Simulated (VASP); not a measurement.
Wanted: the native input for a VASP 6.6.1 run.

| Quantity | Value |
| --- | --- |
| Task | single point |
| Functional | PBE |
| Potentials or basis | VASP PAW PBE potentials, release 64 (Ni_sv_GW, Si) |
| Cutoff | 690 eV |
| k mesh | 8 × 8 × 8 |
| Occupations | fermi-dirac, width 0.05 eV |
| Spin | collinear spin, ferrimagnetic start |
| Starting moments | [1.0, -1.0, 1.0, 0.0] μB |
| Dipole correction | no |
| Further INCAR settings | ALGO = Normal; EDIFF = 1e-06; NBANDS = 41 |

The structure of SiNi3 lies in POSCAR:

```
SiNi3
1.0
    3.5420000000      0.0000000000      0.0000000000
    0.0000000000      3.5420000000      0.0000000000
    0.0000000000      0.0000000000      3.5420000000
Ni Si
3 1
Direct
    0.5000000000      0.5000000000      0.0000000000
    0.5000000000      0.0000000000      0.5000000000
    0.0000000000      0.5000000000      0.5000000000
    0.0000000000      0.0000000000      0.0000000000
```

These files were run (other wordings do the same):

INCAR

```
SYSTEM = SiNi3
PREC = Accurate
ENCUT = 690
EDIFF = 1E-6
ISMEAR = -1
SIGMA = 0.05
LREAL = .FALSE.
LASPH = .TRUE.
NELM = 200
ALGO = Normal
ISIF = 2
LWAVE = .FALSE.
LCHARG = .FALSE.
ISPIN = 2
MAGMOM = 1 -1 1 0
LORBIT = 11
LMAXMIX = 4
GGA = PE
NBANDS = 41
GGA_COMPAT = .FALSE.
```

KPOINTS

```
regular mesh
0
G
  8 8 8
  0 0 0
```

Potentials or basis: VASP PAW PBE potentials, release 64 (Ni_sv_GW, Si).

Run with:

```sh
$ cat potpaw_PBE.64/Ni_sv_GW/POTCAR potpaw_PBE.64/Si/POTCAR > POTCAR
$ mpirun -np 1 vasp_std > vasp.out
```

It gave:

* Pressure: -6.9 GPa
* Band gap on the k mesh: zero (filled and empty bands overlap)
* Net moment: 0.00 μB per cell
* Valence electrons inside the program's atomic spheres: Ni 16.40; Si 1.53

Caveat: the cell stands under tension; the moments typed at the start vanished in this run.

Run time: 3.8 min on 1 thread of Intel(R) Xeon(R) 6975P-C (Granite Rapids), on a shared host, peak memory 0.43 GiB.
